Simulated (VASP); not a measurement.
A run of VASP 6.6.1 is set up as follows.

Contents of POSCAR:

```
Cs
1.0
   -3.1187941709      3.1187941709      3.1187941709
    3.1187941709     -3.1187941709      3.1187941709
    3.1187941709      3.1187941709     -3.1187941709
Cs
1
Direct
    0.0000000000      0.0000000000      0.0000000000
```

File INCAR.step1:

```
PREC = Accurate ; ENCUT = 550
ISMEAR = -1 ; SIGMA = 0.1
LREAL = F ; LASPH = T
NELM = 120 ; NBANDS = 10
GGA = PE ; ALGO = Normal
EDIFF = 1E-5 ; LWAVE = T
LCHARG = F ; GGA_COMPAT = F
```

Contents of INCAR.step2:

```
PREC = Accurate ; ENCUT = 550
EDIFF = 1E-6 ; ISMEAR = -1
SIGMA = 0.1 ; LREAL = F
LASPH = T ; NELM = 120
ALGO = Normal ; ISIF = 2
LWAVE = F ; LCHARG = F
METAGGA = R2SCAN ; LMIXTAU = T
NBANDS = 10 ; ISTART = 1
GGA_COMPAT = F
```

Contents of KPOINTS:

```
Automatic mesh
0
Gamma
  5 5 5
```

Potentials or basis: VASP PAW PBE potentials, release 64 (Cs_sv).

Command:

```bash
$ cat potpaw_PBE.64/Cs_sv/POTCAR > POTCAR
$ cp INCAR.step1 INCAR
$ mpirun -np 1 vasp_std > vasp.out
$ cp INCAR.step2 INCAR
$ mpirun -np 1 vasp_std > vasp.out
```

(1) Predict the pressure.

(2) Estimate the band gap on the k mesh.

Answers

(1) 0.0 GPa.

(2) zero (an odd number of electrons rules out a gap without spin polarisation).

Caveat: the PAW data sets were made with another functional, which shifts forces and pressure a little; spin-orbit coupling is left out, which moves the levels of the heavy elements.
